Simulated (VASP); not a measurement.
# H2ClF in VASP: further runs, part 2 of 2

VASP 6.6.1.

### Step 3. Single point, PBE

Input file INCAR:

```
  PREC = Accurate
  ENCUT = 520
  EDIFF = 1E-6
  ISMEAR = -1
  SIGMA = 0.05
  LREAL = Auto
  LASPH = T
  NELM = 60
  ALGO = Normal
  ISIF = 2
  LWAVE = F
  LCHARG = T
  GGA = PE
  LELF = T
  LVHAR = T
  NBANDS = 66
```

Input file KPOINTS:

```
regular mesh
0
Gamma
  1 1 1
```

Input file POSCAR:

```
H2ClF
1.0
    8.2474740000      0.0000000000      0.0000000000
    0.0000000000      8.2474740000      0.0000000000
    0.0000000000      0.0000000000      8.2474740000
Cl H F
6 12 6
Direct
    0.0710884327      0.3796798874      0.6139940544
    0.7002265178      0.1008672474      0.7450159891
    0.3208618784      0.0871782075      0.2499189449
    0.7368922897      0.8130974405      0.0492999432
    0.2734170487      0.8738433125      0.6443427406
    0.4945271728      0.3985583950      0.9536131911
    0.1548352865      0.4445967335      0.7330123138
    0.6054459826      0.2192186359      0.7549948020
    0.3580853968     -0.0097241895      0.3878399617
    0.6097260810      0.7391717755      0.0185632595
    0.2365936528      0.7305752040      0.6012628836
    0.4053241029      0.2869484645      0.8959349250
    0.0159927755      0.3190310148     -0.0092755673
    0.9753046812      0.8693328406      0.2506221905
    0.4213168784      0.5423357503      0.3762121590
    0.9935526926      0.9362260493      0.8520790729
    0.7254463609      0.6726786893      0.2998736340
    0.8892540916      0.7993477761      0.5832573707
   -0.0793212564      0.2857117222     -0.0332344182
    0.9599787765      0.9487753462      0.3382732701
    0.3196857608      0.5628511227      0.3286945797
    1.0414946443      0.9511882062      0.9670961072
    0.6408022626      0.5945214256      0.3211528766
    0.8537038128      0.7007357647      0.6221541286
```

Potentials or basis: VASP PAW PBE potentials, release 64 (Cl, H, F).

The run is started by

```
cat potpaw_PBE.64/Cl/POTCAR potpaw_PBE.64/H/POTCAR potpaw_PBE.64/F/POTCAR > POTCAR
mpirun -np 1 vasp_gam > vasp.out
```

OUTCAR:

```text
PREC = Accurate
   ENCUT = 520
   EDIFF = 1E-6
   ISMEAR = -1
   LREAL = Auto
   LASPH = T
   NELM = 60
   ISIF = 2
   GGA = PE

 ion  position               nearest neighbor table
   1  0.071  0.380  0.614-   7 1.31
   2  0.700  0.101  0.745-   8 1.25
   3  0.321  0.087  0.250-   9 1.42
   4  0.737  0.813  0.049-  10 1.24
   5  0.273  0.874  0.644-  11 1.27
   6  0.495  0.399  0.954-  12 1.27
[... 16 lines left out ...]
  23  0.641  0.595  0.321-  17 0.97
  24  0.854  0.701  0.622-  18 0.92

  LATTYP: Found a simple cubic cell.
 ALAT       =     8.2474740000

  Lattice vectors:

 A1 = (   8.2474740000,   0.0000000000,   0.0000000000)
 A2 = (   0.0000000000,   8.2474740000,   0.0000000000)
 A3 = (   0.0000000000,   0.0000000000,   8.2474740000)

Analysis of symmetry for initial positions (statically):
=====================================================================
 Subroutine PRICEL returns:
 Original cell was already a primitive cell.

 Routine SETGRP: Setting up the symmetry group for a
 simple cubic supercell.

 Subroutine GETGRP returns: Found  1 space group operations
 (whereof  1 operations were pure point group operations)
 out of a pool of 48 trial point group operations.

The static configuration has the point symmetry C_1 .

Analysis of symmetry for dynamics (positions and initial velocities):
=====================================================================
 Subroutine PRICEL returns:
 Original cell was already a primitive cell.

 Routine SETGRP: Setting up the symmetry group for a
 simple cubic supercell.

 Subroutine GETGRP returns: Found  1 space group operations
 (whereof  1 operations were pure point group operations)
 out of a pool of 48 trial point group operations.

The dynamic configuration has the point symmetry C_1 .
[... 139 lines left out ...]
     AMIX_MAG =   1.60;   BMIX_MAG =  1.00
  volume/ion in A,a.u.               =      23.38       157.74
  Fermi-wavevector in a.u.,A,eV,Ry     =   0.908889  1.717552 11.239496  0.826080
  Thomas-Fermi vector in A             =   2.032869
   LORBIT       =      0    0 simple, 1 ext, 2 COOP (PROOUT), +10 PAW based schemes
   GGA     = PE    functional components
   LHFCALC =     F    Hartree Fock is set to
   AEXX    =    0.0000 exact exchange contribution
   IVDW    =     0    specifies the selected vdW correction
   LEPSILON=     F    determine dielectric tensor
   LRPA    =     F    only Hartree local field effects (RPA)
 non-spin polarized calculation
  energy-cutoff  :      520.00
  volume of cell :      561.00
 maximum number of plane-waves:      7602
 NGX is ok and might be reduce to    64
   NGX = 31   NGY = 31   NGZ = 31

 number of electron      96.0000010 magnetization

 Free energy of the ion-electron system (eV)
  ---------------------------------------------------
  ext. energy  EPLUGINS =         0.00000000
  ---------------------------------------------------
  free energy    TOTEN  =       -83.56424874 eV

  energy without entropy =      -83.56424874  energy(sigma->0) =      -83.56424874

 E-fermi :  -3.1609     XC(G=0):  -5.6012

 val. band max:       -4.4274802801   @ k =   0.0000   0.0000   0.0000
 cond. band min:       0.1700333687   @ k =   0.0000   0.0000   0.0000
 fundamental gap:      4.5975136488
 Fermi energy:        -3.1609343559

 k-point     1 :       0.0000    0.0000    0.0000
  band No.  band energies     occupation
      1     -27.5411      2.00000
      2     -27.3803      2.00000
      3     -27.1599      2.00000
      4     -26.8587      2.00000
      5     -26.7045      2.00000
      6     -26.4708      2.00000
[... 52 lines left out ...]
     59       3.8454      0.00000
     60       3.9509      0.00000
 [bands above 60 left out]

------------------------ aborting loop because EDIFF is reached ----------------------------------------

  FORCE on cell =-STRESS in cart. coord.  units (eV):
  Direction    XX          YY          ZZ          XY          YZ          ZX
  --------------------------------------------------------------------------------------
  -------------------------------------------------------------------------------------
  Total        7.4159734      2.2246246     -5.4543348      2.2822273      0.7914771     -1.0678096
  in kB       21.1795086      6.3533744    -15.5772042      6.5178839      2.2604041     -3.0495907
  external PRESSURE =       3.9852263 kB  Pullay stress =       0.0000000 kB

 VOLUME and BASIS-vectors are now :
 -----------------------------------------------------------------------------
  energy-cutoff  :      520.00
  volume of cell :      561.00
      direct lattice vectors                 reciprocal lattice vectors
     8.247474000  0.000000000  0.000000000     0.121249246  0.000000000  0.000000000
     0.000000000  8.247474000  0.000000000     0.000000000  0.121249246  0.000000000
     0.000000000  0.000000000  8.247474000     0.000000000  0.000000000  0.121249246

 POSITION                                       TOTAL-FORCE (eV/Angst)
 -----------------------------------------------------------------------------------
      0.58630      3.13140      5.06390         0.612602      0.274064      0.587131
      5.77510      0.83190      6.14450         0.518096     -1.157602     -0.447321
      2.64630      0.71900      2.06120         0.727437     -1.443064      2.065196
      6.07750      6.70600      0.40660         1.260990      0.786189      0.253095
      2.25500      7.20700      5.31420         0.143752      0.470301      0.201442
      4.07860      3.28710      7.86490         0.111550      0.436036      0.139753
[... 16 lines left out ...]
      5.28500      4.90330      2.64870         0.772571      0.407065      0.059825
      7.04090      5.77930      5.13120        -0.306982     -0.809024      0.466621
 -----------------------------------------------------------------------------------
    total drift:                                0.004742      0.003021      0.002410

  FREE ENERGIE OF THE ION-ELECTRON SYSTEM (eV)
  ---------------------------------------------------
  free  energy   TOTEN  =       -83.5642487413 eV

  energy  without entropy=      -83.5642487412  energy(sigma->0) =      -83.56424874
```

stdout:

```text
POSCAR found type information on POSCAR ClH F
 POSCAR found :  3 types and      24 ions
 scaLAPACK will be used
 LDA part: xc-table for (Slater+PW92), standard interpolation
 POSCAR, INCAR and KPOINTS ok, starting setup
 FFT: planning ... GRIDC
 FFT: planning ... GRID_SOFT
 FFT: planning ... GRID
 WAVECAR not read
 entering main loop
```

Run time: 39 s. Hardware: 1 thread of Intel Xeon 6975P-C (Granite Rapids), shared host; peak memory 0.54 GiB.

Results:

```yaml
Free_energy: -83.5642 eV
Pressure: 0.4 GPa
Largest_force: 6.450 eV/Å
Band_gap_on_the_k_mesh: 4.60 eV
```

Forces on the atoms (eV/Å):
```
Cl   0.613  0.274  0.587
Cl   0.518 -1.158 -0.447
Cl   0.727 -1.443  2.065
Cl   1.261  0.786  0.253
Cl   0.144  0.470  0.201
Cl   0.112  0.436  0.140
H   -0.472 -0.301 -0.614
H   -0.436  0.986  0.065
H   -0.673  1.459 -2.075
H   -1.408 -0.846 -0.236
H   -0.128 -0.558 -0.325
H   -0.372 -0.357 -0.045
H    5.909  1.998  1.641
H   -0.067  1.512  1.261
H    0.287  0.069 -0.226
H    1.397  0.479  3.399
H   -0.886 -0.616  0.080
H    0.322  1.074 -0.671
F   -5.906 -1.888 -1.365
F    0.082 -1.567 -1.116
F   -0.355  0.059  0.153
F   -1.135 -0.466 -3.252
F    0.773  0.407  0.060
F   -0.307 -0.809  0.467
```

Levels at points of the mesh, in eV from the valence-band top:
```csv
k point,band 45,band 46,band 47,band 48,band 49,band 50,band 51,band 52
"(0.00, 0.00, 0.00)",-0.36,-0.31,-0.08,0.00,4.60,5.83,6.23,6.35
```

Caveat: the k points lie up to 0.76 Å⁻¹ apart.
